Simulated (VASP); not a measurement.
**I: single point with PBE**

I:

```
CELL_PARAMETERS angstrom
0.00000 3.95325 3.95325
3.95325 0.00000 3.95325
3.95325 3.95325 0.00000
ATOMIC_POSITIONS crystal
I 0.00000 0.00000 0.00000
I 0.25000 0.25000 0.25000
```

```
Program             : VASP 6.6.1
Task                : single point
Functional          : PBE
Potentials or basis : VASP PAW PBE potentials, release 64 (I)
Cutoff              : 520 eV
k mesh              : 12 × 12 × 12
Occupations         : fermi-dirac, width 0.0612256 eV
Spin                : no spin polarisation
```

```
Pressure               : -0.2 GPa
Band gap on the k mesh : zero (band 7 reaches 0.45 eV, above the bottom of band 8 at -0.67 eV)
```

Levels at points of the mesh, in eV from the Fermi level:
```tsv
k point	band 3	band 4	band 5	band 6	band 7	band 8	band 9	band 10	band 11	band 12
(0.00, 0.00, 0.00)	-2.45	-2.45	-2.45	-0.79	-0.79	-0.79	4.48	7.00	7.00	8.28
(0.50, 0.00, 0.00)	-2.77	-2.77	-2.77	-0.29	-0.29	-0.13	6.28	6.42	7.01	7.01
(0.50, 0.50, 0.00)	-3.11	-3.11	-1.61	-1.61	0.33	0.33	5.79	5.79	8.22	8.22
```

It took 2.2 min on 1 thread of Oxide Virtual Turin-like Processor (shared host), peak memory 0.27 GiB.

Caveat: spin-orbit coupling is left out, which moves the levels of the heavy elements.
